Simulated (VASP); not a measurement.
A run of VASP 6.6.1 is set up as follows.

File POSCAR:

```
LuAg4Bi2Cl
1.0
    4.1677930000      0.0000000000      0.0000000000
    0.0000000000      4.1677930000      0.0000000000
    0.0000000000      0.0000000000      9.6542100000
Cl Lu Ag Bi
1 1 4 2
Direct
    0.0000000000      0.0000000000      0.5000000000
    0.0000000000      0.0000000000      0.0000000000
    0.5000000000      0.0000000000      0.8480000000
    0.0000000000      0.5000000000      0.8480000000
    0.5000000000      0.0000000000      0.1520000000
    0.0000000000      0.5000000000      0.1520000000
    0.5000000000      0.5000000000      0.7193000000
    0.5000000000      0.5000000000      0.2807000000
```

Contents of INCAR.step1:

```
ALGO = Normal ; EDIFF = 1E-4
ENCUT = 520 ; GGA = PE
ISMEAR = 1 ; LASPH = T
LCHARG = F ; LREAL = F
LWAVE = T ; NBANDS = 63
NELM = 80 ; PREC = Accurate
SIGMA = 0.0205
```

File INCAR.step2:

```
ALGO = Normal ; EDIFF = 1E-7
ENCUT = 520 ; ISIF = 2
ISMEAR = 1 ; ISTART = 1
LASPH = T ; LCHARG = F
LMIXTAU = T ; LREAL = F
LWAVE = F ; METAGGA = R2SCAN
NBANDS = 63 ; NELM = 80
PREC = Accurate ; SIGMA = 0.0205
```

Contents of KPOINTS:

```
k-points
0
Gamma
  6 6 3
```

Potentials or basis: VASP PAW PBE potentials, release 64 (Cl, Lu, Ag, Bi_d).

Command:

```sh
$ cat potpaw_PBE.64/Cl/POTCAR potpaw_PBE.64/Lu/POTCAR potpaw_PBE.64/Ag/POTCAR potpaw_PBE.64/Bi_d/POTCAR > POTCAR
$ cp INCAR.step1 INCAR
$ mpirun -np 1 vasp_std > vasp.out
$ cp INCAR.step2 INCAR
$ mpirun -np 1 vasp_std > vasp.out
```

**Question.** Estimate the band gap on the k mesh.

**Answer.** Zero (bands 53 and 54 overlap by 1.81 eV).

**Question.** Estimate the largest force.

**Answer.** 8.502 eV/Å.

**Question.** What does it give for the pressure?

**Answer.** 43.9 GPa.

Stress tensor (GPa, compression positive):
```
47.32  0.00  0.00
 0.00 47.32  0.00
 0.00  0.00 36.93
```

Caveat: the stress differs along the axes, from 37 to 47 GPa; the PAW data sets were made with another functional, which shifts forces and pressure a little; spin-orbit coupling is left out, which moves the levels of the heavy elements.
